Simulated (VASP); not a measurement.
Crystal: Li2Se.

```
Li Se
1.0
     0.00000    2.99346    2.99346
     2.99346    0.00000    2.99346
     2.99346    2.99346    0.00000
Li Se
2 1
Cartesian
  1.4967 1.4967 1.4967
  4.4902 4.4902 4.4902
  0.0000 0.0000 0.0000
```

Base run:

```yaml
Program: VASP 6.6.1
Functional: r2SCAN
Potentials_or_basis: VASP PAW PBE potentials, release 64 (Li_sv, Se)
Cutoff: 830 eV
k_mesh: 5 × 5 × 5
Occupations: gaussian, width 0.01 eV
Spin: no spin polarisation
```

Its results: band gap on the k mesh 3.73 eV (least direct gap 4.18 eV); pressure -0.1 GPa.

**Question.** After a change of settings the same cell gave: band gap on the k mesh 3.46 eV (least direct gap 4.18 eV); pressure -0.2 GPa. Which change was it?
A. functional from r2SCAN to PBE-based screened hybrid with 35 % exact exchange; cutoff from 830 eV to 650 eV; k mesh from 5 × 5 × 5 to 4 × 4 × 4
B. functional from r2SCAN to PBE-based screened hybrid with 5 % exact exchange; cutoff from 830 eV to 650 eV; k mesh from 5 × 5 × 5 to 4 × 4 × 4
C. functional from r2SCAN to PBE-based screened hybrid with 15 % exact exchange; cutoff from 830 eV to 650 eV; k mesh from 5 × 5 × 5 to 4 × 4 × 4
D. k mesh from 5 × 5 × 5 to 6 × 6 × 6

**Answer.** D.

Caveats: the PAW data sets were made with another functional, which shifts forces and pressure a little; an odd mesh through Γ misses points on the zone boundary, where band edges can lie (at least some runs).
